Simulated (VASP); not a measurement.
# TaZn2B3 (Pmmm) in VASP: notebook, part 2 of 2

VASP 6.6.1. The steps go on from the part before.

### 4 Relaxation of cell and atoms, PBE

The input, INCAR:

```
SYSTEM = TaZn2B3
PREC = Accurate
ENCUT = 600
EDIFF = 1E-6
ISMEAR = 0
SIGMA = 0.1
LREAL = .False.
LASPH = .True.
NELM = 80
ALGO = Normal
ISIF = 3
LWAVE = .False.
LCHARG = .False.
GGA = PE
IBRION = 2
NSW = 90
EDIFFG = -0.04
```

The input, KPOINTS:

```
regular mesh
0
Gamma
  6 4 4
  0 0 0
```

The input, POSCAR:

```
TaZn2B3
1.0
    3.2716877200      0.0000000000      0.0000000000
    0.0000000000      4.6972622700      0.0000000000
    0.0000000000      0.0000000000      5.3475906000
Ta Zn B
1 2 3
Direct
    0.0000000000      0.0000000000      0.0000000000
    0.0000000000      0.5000000000      0.2887820200
    0.0000000000      0.5000000000      0.7112179800
    0.6661036100      0.5000000000      0.0000000000
    0.3338963900      0.5000000000      0.0000000000
    0.5000000000      0.5000000000      0.5000000000
```

Potentials or basis: VASP PAW PBE potentials, release 64 (Ta_pv, Zn, B).

Started as:

```
$ cat potpaw_PBE.64/Ta_pv/POTCAR potpaw_PBE.64/Zn/POTCAR potpaw_PBE.64/B/POTCAR > POTCAR
$ mpirun -np 1 vasp_std > vasp.out
```

OUTCAR:

```text
SYSTEM = TaZn2B3
   PREC = Accurate
   ENCUT = 600
   EDIFF = 1E-6
   ISMEAR = 0
   LREAL = .False.
   LASPH = .True.
   NELM = 80
   ISIF = 3
   GGA = PE
   IBRION = 2
   NSW = 90
   EDIFFG = -0.04

 ion  position               nearest neighbor table
   1  0.000  0.000  0.000-   4 2.59   5 2.59   4 2.59   5 2.59   2 2.81   3 2.81   2 2.81   3 2.81

   2  0.000  0.500  0.289-   4 1.89   5 1.89   6 1.99   6 1.99   3 2.26   1 2.81   1 2.81
   3  0.000  0.500  0.711-   4 1.89   5 1.89   6 1.99   6 1.99   2 2.26   1 2.81   1 2.81
   4  0.666  0.500  0.000-   5 1.09   3 1.89   2 1.89   1 2.59   1 2.59
   5  0.334  0.500  0.000-   4 1.09   3 1.89   2 1.89   1 2.59   1 2.59
   6  0.500  0.500  0.500-   2 1.99   3 1.99   2 1.99   3 1.99

  LATTYP: Found a simple orthorhombic cell.
 ALAT       =     3.2716877200
 B/A-ratio  =     1.4357306296
 C/A-ratio  =     1.6345052027

  Lattice vectors:

 A1 = (   3.2716877200,   0.0000000000,   0.0000000000)
 A2 = (   0.0000000000,   4.6972622700,   0.0000000000)
 A3 = (   0.0000000000,   0.0000000000,   5.3475906000)

Analysis of symmetry for initial positions (statically):
=====================================================================
 Subroutine PRICEL returns:
 Original cell was already a primitive cell.

 Routine SETGRP: Setting up the symmetry group for a
 simple orthorhombic supercell.

 Subroutine GETGRP returns: Found  8 space group operations
[... 287 lines left out ...]
  FREE ENERGIE OF THE ION-ELECTRON SYSTEM (eV)
  ---------------------------------------------------
  free  energy   TOTEN  =       -23.1357233243 eV

  energy  without entropy=      -23.0931869338  energy(sigma->0) =      -23.11445513

 E-fermi :   2.4338     XC(G=0): -10.0554

 val. band max:        2.4332631116   @ k =   0.1667   0.0000   0.0000
 cond. band min:       2.4688443712   @ k =   0.1667   0.2500   0.5000
 fundamental gap:      0.0355812596
 Fermi energy:         2.4338212829

 k-point     1 :       0.0000    0.0000    0.0000
  band No.  band energies     occupation
      1     -32.5048      2.00000
      2     -32.4805      2.00000
      3     -32.0058      2.00000
      4     -10.1454      2.00000
      5      -6.7911      2.00000
      6      -5.6955      2.00000
[... 685 lines left out ...]
     25       3.8214      0.00000
     26       4.0579      0.00000

 [... further k-points ...]

[... ionic steps 4 to 34 ...]

--------------------------------------- Ionic step       35  -------------------------------------------

 number of electron      43.9999959 magnetization

------------------------ aborting loop because EDIFF is reached ----------------------------------------
[... 75 lines left out ...]
--------------------------------------- Ionic step       37  -------------------------------------------

 number of electron      43.9999959 magnetization

 Free energy of the ion-electron system (eV)
  ---------------------------------------------------
  ext. energy  EPLUGINS =         0.00000000
  ---------------------------------------------------
  free energy    TOTEN  =       -28.60364986 eV

  energy without entropy =      -28.58279583  energy(sigma->0) =      -28.59322285

 E-fermi :   2.1074     XC(G=0):  -9.8278

 val. band max:        2.0757390247   @ k =   0.1667   0.2500   0.2500
 cond. band min:       2.1159405444   @ k =   0.1667   0.2500   0.5000
 fundamental gap:      0.0402015196
 Fermi energy:         2.1073698699

 k-point     1 :       0.0000    0.0000    0.0000
  band No.  band energies     occupation
      1     -32.7596      2.00000
      2     -32.7135      2.00000
      3     -32.2665      2.00000
      4     -10.2259      2.00000
      5      -6.8291      2.00000
      6      -5.6778      2.00000
[... 720 lines left out ...]
  FREE ENERGIE OF THE ION-ELECTRON SYSTEM (eV)
  ---------------------------------------------------
  free  energy   TOTEN  =       -28.6036498621 eV

  energy  without entropy=      -28.5827958343  energy(sigma->0) =      -28.59322285

 reached required accuracy - stopping structural energy minimisation
```

CONTCAR:

```text
TaZn2B3
   1.00000000000000
     3.0003758510172829    0.0000000000000000    0.0000000000000000
     0.0000000000000000    4.4684534812539729    0.0000000000000000
     0.0000000000000000    0.0000000000000000    7.4194830773120346
  Ta              Zn              B
     1     2     3
Direct
     0.0000000000000000    0.0000000000000000    0.0000000000000000
     0.0000000000000000    0.5000000000000000    0.2970888083323069
     0.0000000000000000    0.5000000000000000    0.7029111916676936
     0.2484430671432392    0.5000000000000000    0.0000000000000000
     0.7515569328567606    0.5000000000000000    0.0000000000000000
     0.5000000000000000    0.5000000000000000    0.5000000000000000

  0.00000000E+00  0.00000000E+00  0.00000000E+00
  0.00000000E+00  0.00000000E+00  0.00000000E+00
  0.00000000E+00  0.00000000E+00  0.00000000E+00
  0.00000000E+00  0.00000000E+00  0.00000000E+00
  0.00000000E+00  0.00000000E+00  0.00000000E+00
  0.00000000E+00  0.00000000E+00  0.00000000E+00
```

It took 28 min on 1 thread of Oxide Virtual Turin-like, shared host; peak memory 0.27 GiB.

Results:

```yaml
Free_energy: -28.6036 eV
Relaxed_volume: 16.58 Å³/atom
Relaxed_cell: a = 3.000 Å, b = 4.468 Å, c = 7.419 Å, α = 90.00°, β = 90.00°, γ = 90.00°
Space_group_after_relaxing_to_0.1_Å: Pmmm (No. 47)
Pressure_after_relaxing: 0.2 GPa
Largest_force_after_relaxing: 0.032 eV/Å
Band_gap_on_the_k_mesh: zero (bands 22 and 23 overlap by 0.80 eV)
```

Forces on the atoms (eV/Å):
```
Ta   0.000  0.000  0.000
Zn   0.000  0.000  0.011
Zn   0.000  0.000 -0.011
B   -0.032  0.000  0.000
B    0.032  0.000  0.000
B    0.000  0.000  0.000
```

Stress tensor (GPa, compression positive):
```
0.27 0.00 0.00
0.00 0.07 0.00
0.00 0.00 0.11
```

Final structure:
```xyz
6
Lattice="3.0004 0.0000 0.0000 0.0000 4.4685 0.0000 0.0000 0.0000 7.4195" Properties=species:S:1:pos:R:3 pbc="T T T"
Ta    0.0000    0.0000    0.0000
Zn    0.0000    2.2342    2.2042
Zn    0.0000    2.2342    5.2152
B     0.7454    2.2342    0.0000
B     2.2550    2.2342    0.0000
B     1.5002    2.2342    3.7097
```

Caveat: the volume moved by over 15 % at a fixed basis, so the end points are rough; spin-orbit coupling is left out, which moves the levels of the heavy elements.

### 5 Single point, PBE

This run uses another cell than the first one, of 16.58 Å³/atom.

The input, INCAR:

```
SYSTEM = TaZn2B3
PREC     = Accurate       ! precision mode
ENCUT    = 520            ! plane-wave cutoff, eV
EDIFF    = 1E-7           ! SCF threshold, eV
ISMEAR   = 0              ! smearing method
SIGMA    = 0.1            ! smearing width, eV
LREAL    = .FALSE.        ! projectors in reciprocal space
LASPH    = .TRUE.         ! aspherical terms in the spheres
NELM     = 100            ! most SCF steps
ALGO     = Fast           ! electronic algorithm
ISIF     = 2              ! what is computed and relaxed
LWAVE    = .FALSE.        ! write WAVECAR
LCHARG   = .TRUE.         ! write CHGCAR
GGA      = PE             ! functional
LELF     = .TRUE.         ! ELF
LVHAR    = .TRUE.       
NBANDS   = 31             ! bands
```

The input, KPOINTS:

```
Automatic mesh
0
G
  12 8 6
  0 0 0
```

The input, POSCAR:

```
TaZn2B3
1.0
    3.0367566384      0.0000000000      0.0000000000
    0.0000000000      4.4714980007      0.0000000000
    0.0000000000      0.0000000000      7.3255858200
Ta Zn B
1 2 3
Direct
    0.0000000000      0.0000000000      0.0000000000
    0.0000000000      0.5000000000      0.2993772130
    0.0000000000      0.5000000000      0.7006227870
    0.7527819460      0.5000000000      0.0000000000
    0.2472180540      0.5000000000      0.0000000000
    0.5000000000      0.5000000000      0.5000000000
```

Potentials or basis: VASP PAW PBE potentials, release 64 (Ta_pv, Zn, B).

Started as:

```
$ cat potpaw_PBE.64/Ta_pv/POTCAR potpaw_PBE.64/Zn/POTCAR potpaw_PBE.64/B/POTCAR > POTCAR
$ mpirun -np 1 vasp_std > vasp.out
```

OUTCAR:

```text
SYSTEM = TaZn2B3
   PREC = Accurate
   ENCUT = 520
   EDIFF = 1E-7
   ISMEAR = 0
   LREAL = .FALSE.
   LASPH = .TRUE.
   NELM = 100
   ISIF = 2
   GGA = PE

 ion  position               nearest neighbor table
   1  0.000  0.000  0.000-   4 2.36   5 2.36   4 2.36   5 2.36   2 3.13   3 3.13   2 3.13   3 3.13

   2  0.000  0.500  0.299-   6 2.11   6 2.11   4 2.32   5 2.32   3 2.94   1 3.13   1 3.13
   3  0.000  0.500  0.701-   6 2.11   6 2.11   4 2.32   5 2.32   2 2.94   1 3.13   1 3.13
   4  0.753  0.500  0.000-   5 1.50   5 1.54   2 2.32   3 2.32   1 2.36   1 2.36
   5  0.247  0.500  0.000-   4 1.50   4 1.54   3 2.32   2 2.32   1 2.36   1 2.36
   6  0.500  0.500  0.500-   2 2.11   3 2.11   2 2.11   3 2.11

  LATTYP: Found a simple orthorhombic cell.
 ALAT       =     3.0367566384
 B/A-ratio  =     1.4724584592
 C/A-ratio  =     2.4123058553

  Lattice vectors:

 A1 = (   3.0367566384,   0.0000000000,   0.0000000000)
 A2 = (   0.0000000000,   4.4714980007,   0.0000000000)
 A3 = (   0.0000000000,   0.0000000000,   7.3255858200)

Analysis of symmetry for initial positions (statically):
=====================================================================
 Subroutine PRICEL returns:
 Original cell was already a primitive cell.

 Routine SETGRP: Setting up the symmetry group for a
 simple orthorhombic supercell.

 Subroutine GETGRP returns: Found  8 space group operations
 (whereof  8 operations were pure point group operations)
 out of a pool of  8 trial point group operations.

The static configuration has the point symmetry D_2h.

Analysis of symmetry for dynamics (positions and initial velocities):
=====================================================================
 Subroutine PRICEL returns:
 Original cell was already a primitive cell.

 Routine SETGRP: Setting up the symmetry group for a
 simple orthorhombic supercell.

 Subroutine GETGRP returns: Found  8 space group operations
 (whereof  8 operations were pure point group operations)
 out of a pool of  8 trial point group operations.

The dynamic configuration has the point symmetry D_2h.
[... 131 lines left out ...]
   LORBIT       =      0    0 simple, 1 ext, 2 COOP (PROOUT), +10 PAW based schemes
   GGA     = PE    functional components
   LHFCALC =     F    Hartree Fock is set to
   AEXX    =    0.0000 exact exchange contribution
   IVDW    =     0    specifies the selected vdW correction
   LEPSILON=     F    determine dielectric tensor
   LRPA    =     F    only Hartree local field effects (RPA)
 non-spin polarized calculation
 RMM-DIIS sequential band-by-band and
 Gauss-broadening in eV      SIGMA  =   0.10
  energy-cutoff  :      520.00
  volume of cell :       99.47
 maximum number of plane-waves:      2708
 NGX is ok and might be reduce to    24
   NGX = 11   NGY = 17   NGZ = 27

 number of electron      44.0000023 magnetization

 Free energy of the ion-electron system (eV)
  ---------------------------------------------------
  ext. energy  EPLUGINS =         0.00000000
  ---------------------------------------------------
  free energy    TOTEN  =       -28.54101367 eV

  energy without entropy =      -28.51990994  energy(sigma->0) =      -28.53046181

 E-fermi :   2.0562     XC(G=0):  -9.8298

 val. band max:        2.0540073143   @ k =   0.2500   0.1250   0.1667
 cond. band min:       2.0594414347   @ k =   0.1667   0.3750   0.0000
 fundamental gap:      0.0054341204
 Fermi energy:         2.0561772758

 k-point     1 :       0.0000    0.0000    0.0000
  band No.  band energies     occupation
      1     -32.8571      2.00000
      2     -32.8327      2.00000
      3     -32.4386      2.00000
      4     -10.1419      2.00000
      5      -6.7501      2.00000
      6      -5.6134      2.00000
[... 805 lines left out ...]
     30       7.9774      0.00000
     31       9.5608      0.00000

 [... further k-points ...]

------------------------ aborting loop because EDIFF is reached ----------------------------------------

  FORCE on cell =-STRESS in cart. coord.  units (eV):
  Direction    XX          YY          ZZ          XY          YZ          ZX
  --------------------------------------------------------------------------------------
  -------------------------------------------------------------------------------------
  Total        0.1142983      0.0513503      0.1740508     -0.0000000      0.0000000      0.0000000
  in kB        1.8409623      0.8270815      2.8033746     -0.0000000      0.0000000      0.0000000
  external PRESSURE =       1.8238061 kB  Pullay stress =       0.0000000 kB

 VOLUME and BASIS-vectors are now :
 -----------------------------------------------------------------------------
  energy-cutoff  :      520.00
  volume of cell :       99.47
      direct lattice vectors                 reciprocal lattice vectors
     3.036756638  0.000000000  0.000000000     0.329298696  0.000000000  0.000000000
     0.000000000  4.471498001  0.000000000     0.000000000  0.223638700  0.000000000
     0.000000000  0.000000000  7.325585820     0.000000000  0.000000000  0.136507854

 POSITION                                       TOTAL-FORCE (eV/Angst)
 -----------------------------------------------------------------------------------
      0.00000      0.00000      0.00000         0.000000      0.000000      0.000000
      0.00000      2.23575      2.19311         0.000000      0.000000      0.000618
      0.00000      2.23575      5.13247         0.000000      0.000000     -0.000618
      2.28602      2.23575      0.00000        -0.038006      0.000000      0.000000
      0.75074      2.23575      0.00000         0.038006      0.000000      0.000000
      1.51838      2.23575      3.66279         0.000000      0.000000      0.000000
 -----------------------------------------------------------------------------------
    total drift:                                0.000000      0.000000      0.000000

  FREE ENERGIE OF THE ION-ELECTRON SYSTEM (eV)
  ---------------------------------------------------
  free  energy   TOTEN  =       -28.5410136734 eV

  energy  without entropy=      -28.5199099443  energy(sigma->0) =      -28.53046181
```

Run time: 5.2 min. Hardware: 1 thread of Oxide Virtual Turin-like, shared host; peak memory 0.48 GiB.

Results:

```yaml
Free_energy: -28.5410 eV
Pressure: 0.2 GPa
Largest_force: 0.038 eV/Å
Band_gap_on_the_k_mesh: zero (bands 22 and 23 overlap by 1.10 eV)
```

Forces in eV/Å, atoms in the order of the input:
```
Ta   0.000  0.000  0.000
Zn   0.000  0.000  0.001
Zn   0.000  0.000 -0.001
B   -0.038  0.000  0.000
B    0.038  0.000  0.000
B    0.000  0.000  0.000
```

Stress tensor (GPa, compression positive):
```
0.18 0.00 0.00
0.00 0.08 0.00
0.00 0.00 0.28
```

Levels at points of the mesh, in eV from the Fermi level:
| k point | band 19 | band 20 | band 21 | band 22 | band 23 | band 24 | band 25 | band 26 |
| --- | --- | --- | --- | --- | --- | --- | --- | --- |
| (0.00, 0.00, 0.00) | -1.80 | -1.45 | -0.77 | -0.69 | 0.03 | 1.18 | 2.52 | 2.72 |
| (0.50, 0.00, 0.00) | -3.13 | -2.99 | 0.03 | 0.07 | 0.36 | 0.39 | 2.23 | 2.74 |
| (0.00, 0.50, 0.00) | -2.38 | -1.82 | -1.56 | -0.07 | 0.85 | 0.93 | 2.31 | 2.70 |
| (0.50, 0.50, 0.00) | -3.68 | -2.42 | -1.07 | -0.80 | 0.09 | 1.37 | 1.40 | 2.12 |
| (0.00, 0.00, 0.50) | -3.46 | -1.68 | -1.31 | 0.42 | 0.93 | 1.18 | 2.30 | 2.95 |
| (0.50, 0.00, 0.50) | -2.13 | -1.30 | -1.10 | -0.61 | 0.11 | 0.29 | 1.97 | 2.22 |
| (0.00, 0.50, 0.50) | -3.13 | -2.20 | -2.10 | -0.88 | 0.99 | 2.65 | 2.66 | 2.70 |
| (0.50, 0.50, 0.50) | -2.95 | -1.05 | -0.97 | -0.85 | 0.31 | 0.49 | 1.38 | 1.50 |

Caveat: spin-orbit coupling is left out, which moves the levels of the heavy elements.

### 6 Overview

| task | cell | k mesh | cutoff (eV) | gap on the mesh (eV) | pressure (GPa) | largest force (eV/Å) |
| --- | --- | --- | --- | --- | --- | --- |
| single point | a = 3.272, b = 4.697, c = 5.348 Å, 6 atoms, atomic positions A | 6 × 4 × 4 | 520 | none | 46.4 | 40.80 |
| single point | a = 3.002, b = 4.468, c = 7.419 Å, 6 atoms, atomic positions B | 6 × 4 × 4 | 520 | none | 0.2 | 0.04 |
| relaxation of cell and atoms | relaxed from a = 3.272, b = 4.697, c = 5.348 Å, 6 atoms, atomic positions A | 6 × 4 × 4 | 600 | none | 0.2 | 0.03 |
| single point | a = 3.037, b = 4.471, c = 7.326 Å, 6 atoms, atomic positions C | 12 × 8 × 6 | 520 | none | 0.2 | 0.04 |

Alike in all rows: level PBE; potentials or basis VASP PAW PBE potentials, release 64 (Ta_pv, Zn, B); no spin polarisation; smearing gaussian 0.1 eV.

Caveats: spin-orbit coupling is left out, which moves the levels of the heavy elements; atoms lie so close that the PAW spheres overlap strongly, which falsifies energies and pressures (at least some runs); the stress differs along the axes, from -11 to 110 GPa (at least some runs); forces of over 1 eV/Å act on the atoms, so gaps and moduli don't describe the material at rest (at least some runs); the volume moved by over 15 % at a fixed basis, so the end points are rough (at least some runs).

Total energies depend on the potentials used, so only differences within one code and one set of settings carry meaning.

The gap in the log of VASP goes by the Fermi energy; the results here count the filled bands.